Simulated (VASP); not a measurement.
Yb: single point with RPBE

Yb:

```
Yb
1.0
     0.00000    4.48618    4.48618
     4.48618    0.00000    4.48618
     4.48618    4.48618    0.00000
Yb
2
Direct
  0.12500 0.12500 0.12500
  0.87500 0.87500 0.87500
```

This isn't the form of Yb at room conditions, which is fcc.

```yaml
Program: VASP 6.6.1
Task: single point
Functional: RPBE
Potentials_or_basis: VASP PAW PBE potentials, release 64 (Yb)
Cutoff: 520 eV
k_mesh: 10 × 10 × 10
Occupations: fermi-dirac, width 0.1 eV
Spin: no spin polarisation
```

```
Pressure               : -0.1 GPa
Band gap on the k mesh : zero (bands 24 and 25 overlap by 0.95 eV)
```

Levels at points of the mesh, in eV from the Fermi level:
| k point | band 20 | band 21 | band 22 | band 23 | band 24 | band 25 | band 26 | band 27 | band 28 | band 29 |
| --- | --- | --- | --- | --- | --- | --- | --- | --- | --- | --- |
| (0.00, 0.00, 0.00) | -0.54 | -0.54 | -0.54 | -0.54 | 0.87 | 0.87 | 0.87 | 1.18 | 1.18 | 1.67 |
| (0.50, 0.00, 0.00) | -0.55 | -0.54 | -0.54 | -0.54 | -0.54 | 0.79 | 0.97 | 0.97 | 1.07 | 1.07 |
| (0.50, 0.50, 0.00) | -0.55 | -0.55 | -0.55 | -0.54 | -0.54 | 0.31 | 0.31 | 0.91 | 0.91 | 1.78 |

Run time: 12 min on 1 thread of Intel Xeon 8259CL (shared host), peak memory 0.46 GiB.

Caveat: the PAW data sets were made with another functional, which shifts forces and pressure a little; spin-orbit coupling is left out, which moves the levels of the heavy elements. Spin polarisation is off, so any magnetic state and its effect on volume and gap are missing.
